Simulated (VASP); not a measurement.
Wanted: the native input for a VASP 6.6.1 run.

- Task: single point
- Functional: RPBE
- Potentials or basis: VASP PAW PBE potentials, release 64 (Mo_sv, Si)
- Cutoff: 520 eV
- k mesh: 12 × 12 × 12
- Occupations: fermi-dirac, width 0.05 eV
- Spin: no spin polarisation
- Dipole correction: no
- Further INCAR settings: ALGO = Normal; EDIFF = 1e-06; NBANDS = 18

The structure of Si2Mo lies in POSCAR:

```
Si2Mo
1.0
   -1.6000000000      1.6000000000      3.9305000000
    1.6000000000     -1.6000000000      3.9305000000
    1.6000000000      1.6000000000     -3.9305000000
Mo Si
1 2
Direct
    0.0000000000      0.0000000000      0.0000000000
    0.6670000000      0.6670000000      0.0000000000
    0.3330000000      0.3330000000      0.0000000000
```

The input as run:

INCAR

```
ALGO = Normal
EDIFF = 1E-6
ENCUT = 520
GGA = RP
ISIF = 2
ISMEAR = -1
LASPH = True
LCHARG = False
LREAL = False
LWAVE = False
NBANDS = 18
NELM = 100
PREC = Accurate
SIGMA = 0.05
```

KPOINTS

```
k-points
0
Gamma
  12 12 12
```

Potentials or basis: VASP PAW PBE potentials, release 64 (Mo_sv, Si).

Run with:

```bash
$ cat potpaw_PBE.64/Mo_sv/POTCAR potpaw_PBE.64/Si/POTCAR > POTCAR
$ mpirun -np 1 vasp_std > vasp.out
```

Results of the run:

```yaml
Pressure: 4.7 GPa
Largest_force: 0.244 eV/Å
Band_gap_on_the_k_mesh: zero (band 11 reaches 12.86 eV, above the bottom of band 12 at 11.83 eV)
```

Caveat: the PAW data sets were made with another functional, which shifts forces and pressure a little.

Wall time 75 s on 1 thread of Intel(R) Xeon(R) 6975P-C (Granite Rapids), with other jobs on the host, peak memory 0.27 GiB.
